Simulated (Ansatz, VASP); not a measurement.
**Two plane-wave programs on TiO2**

File INCAR:

```
SYSTEM = TiO2
PREC = Accurate ; ENCUT = 520
EDIFF = 1E-7 ; ISMEAR = 0
SIGMA = 0.05 ; LREAL = .FALSE.
LASPH = .TRUE. ; NELM = 100
ALGO = Normal ; ISIF = 2
LWAVE = .FALSE. ; LCHARG = .FALSE.
GGA = PE ; NBANDS = 33
```

File KPOINTS:

```
Automatic mesh
0
G
  6 6 10
  0 0 0
```

Contents of POSCAR:

```
TiO2
1.0
    4.6433998178      0.0000000000      0.0000000000
    0.0000000000      4.6433998178      0.0000000000
    0.0000000000      0.0000000000      3.2010000000
Ti O
2 4
Direct
    0.0000000000      0.0000000000      0.0000000000
    0.5000000000      0.5000000000      0.5000000000
    0.3050970583      0.3050970583      0.0000000000
    0.1949029417      0.8050970583      0.5000000000
    0.6949029417      0.6949029417      0.0000000000
    0.8050970583      0.1949029417      0.5000000000
```

Input for Ansatz:

```yaml
crystal:
  lattice:
    - [4.6433998178, 0.0, 0.0]
    - [0.0, 4.6433998178, 0.0]
    - [0.0, 0.0, 3.201]
  atoms:
    - { symbol: Ti, position: [0.0, 0.0, 0.0] }
    - { symbol: Ti, position: [0.5, 0.5, 0.5] }
    - { symbol: O, position: [0.3050970583, 0.3050970583, 0.0] }
    - { symbol: O, position: [0.1949029417, 0.8050970583, 0.5] }
    - { symbol: O, position: [0.6949029417, 0.6949029417, 0.0] }
    - { symbol: O, position: [0.8050970583, 0.1949029417, 0.5] }
basis:
  ecutwfc: 520.0
kpoints:
  mp_grid: { grid: [6, 6, 10] }
hamiltonian:
  xc: pbe
  pseudopotentials: { kind: paw, azcp: { folder: soft_1 } }
scf:
  occupations: { method: gaussian, width: 0.05 }
output:
  forces: true
  stress: true
  eigenvalues: true
```

Alike in both runs: task single point; functional PBE; k mesh 6 × 6 × 10; occupations gaussian, width 0.05 eV; no spin polarisation.

|  | VASP | Ansatz |
| --- | --- | --- |
| version | VASP 6.6.1 | Ansatz 0.2.0 |
| potentials or method | VASP PAW PBE potentials, release 64 (Ti_sv, O), cutoff 520 eV | scalar-relativistic, plane waves, PAW |
| valence electrons in the cell | 48 | 48 |

|  | VASP | Ansatz | Ansatz less VASP |
| --- | --- | --- | --- |
| gap on the k mesh at the Fermi level (eV) | 1.56 | 1.59 | +0.028 |
| least direct gap on the mesh (eV) | 1.56 | 1.59 | +0.028 |
| pressure (GPa) | -16.1 | -16.7 | -0.55 |
| traceless stress, the component that is largest in VASP (GPa) | -12.02 | -12.13 | -0.111 |
| rms of the force components (eV/Å) | 0.043 | 0.043 | +0.0002 |

Atom by atom the forces differ by 0.000 eV/Å (rms over components).
